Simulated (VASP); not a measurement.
Set up this calculation in VASP 6.6.1, as the native input.

| Property | Result |
| --- | --- |
| Task | single point |
| Functional | PBEsol |
| Potentials or basis | VASP PAW PBE potentials, release 64 (F, Li_sv) |
| Cutoff | 520 eV |
| k mesh | 6 × 6 × 1 |
| Occupations | fermi-dirac, width 0.05 eV |
| Spin | no spin polarisation |
| Dipole correction | no |
| Further INCAR settings | LREAL = Auto; ALGO = Normal; EDIFF = 1e-06; NBANDS = 54 |

The structure of LiF lies in POSCAR:

```
LiF
1.0
    2.0037960000      2.0037960000      0.0000000000
   -2.0037960000      2.0037960000      0.0000000000
    0.0000000000      0.0000000000     27.0265730000
F Li
8 8
Direct
    0.5030300000      0.5029780000      0.2398590000
    0.5030610000      0.5034310000      0.3888370000
    0.5028930000      0.5034760000      0.5370570000
    0.5025390000      0.5037740000      0.6851920000
    0.0031700000      0.0030760000      0.3148170000
    0.0030510000      0.0034320000      0.4630210000
    0.0026010000      0.0035200000      0.6112110000
    0.0022950000      0.0039290000      0.7601590000
    0.0032650000      0.0024500000      0.2422220000
    0.0029760000      0.0024250000      0.3889340000
    0.0024950000      0.0032190000      0.5371120000
    0.0024700000      0.0040880000      0.6856610000
    0.5031890000      0.5024430000      0.3143780000
    0.5028040000      0.5030260000      0.4630310000
    0.5025450000      0.5036910000      0.6111420000
    0.5024440000      0.5042850000      0.7577980000
```

These files were run (other wordings do the same):

INCAR

```
PREC     = Accurate       # precision mode
ENCUT    = 520            # plane-wave cutoff, eV
EDIFF    = 1E-6           # SCF threshold, eV
ISMEAR   = -1             # smearing method
SIGMA    = 0.05           # smearing width, eV
LREAL    = Auto         
LASPH    = T              # aspherical terms in the spheres
NELM     = 60             # most SCF steps
ALGO     = Normal         # electronic algorithm
ISIF     = 2              # what is computed and relaxed
LWAVE    = F              # write WAVECAR
LCHARG   = F              # write CHGCAR
GGA      = PS             # functional
NBANDS   = 54             # bands
```

KPOINTS

```
regular mesh
0
Gamma
  6 6 1
```

Potentials or basis: VASP PAW PBE potentials, release 64 (F, Li_sv).

The run is started by

```bash
$ cat potpaw_PBE.64/F/POTCAR potpaw_PBE.64/Li_sv/POTCAR > POTCAR
$ mpirun -np 1 vasp_std > vasp.out
```

Results of the run:

```json
{"Largest force": "0.014 eV/Å", "Band gap on the k mesh": "6.94 eV (least direct gap 7.05 eV)"}
```

Caveat: the PAW data sets were made with another functional, which shifts forces and pressure a little.

Wall time 14 min on 1 thread of Intel Xeon 8259CL, with other jobs on the host, peak memory 0.41 GiB.
